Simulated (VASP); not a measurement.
Set up this calculation in VASP 6.6.1, as the native input.

* Task: single point
* Functional: PBE
* Potentials or basis: VASP PAW PBE potentials, release 64 (Al, N)
* Cutoff: 600 eV
* k mesh: 12 × 12 × 12
* Occupations: gaussian, width 0.01 eV
* Spin: no spin polarisation
* Dipole correction: no
* Further INCAR settings: ALGO = Normal; EDIFF = 1e-06; NBANDS = 11

The structure of AlN lies in POSCAR:

```
AlN
1.0
    0.0000000000      2.1839935600      2.1839935600
    2.1839935600      0.0000000000      2.1839935600
    2.1839935600      2.1839935600      0.0000000000
Al N
1 1
Direct
    0.0000000000      0.0000000000      0.0000000000
    0.2500000000      0.2500000000      0.2500000000
```

The input as run:

INCAR

```
SYSTEM = AlN
ALGO = Normal ; EDIFF = 1E-6
ENCUT = 600 ; GGA = PE
GGA_COMPAT = .FALSE. ; ISIF = 2
ISMEAR = 0 ; LASPH = .TRUE.
LCHARG = .FALSE. ; LREAL = .FALSE.
LWAVE = .FALSE. ; NBANDS = 11
NELM = 120 ; PREC = Accurate
SIGMA = 0.01
```

KPOINTS

```
k-points
0
G
  12 12 12
  0 0 0
```

Potentials or basis: VASP PAW PBE potentials, release 64 (Al, N).

Command:

```sh
$ cat potpaw_PBE.64/Al/POTCAR potpaw_PBE.64/N/POTCAR > POTCAR
$ mpirun -np 1 vasp_std > vasp.out
```

Results of the run:

```
Pressure               : 4.5 GPa
Band gap on the k mesh : 3.32 eV (least direct gap 4.20 eV)
```

Caveat: the cell stands under pressure.

Run time: 36 s on 1 thread of Intel Xeon 8259CL, with other jobs on the host, peak memory 0.16 GiB.
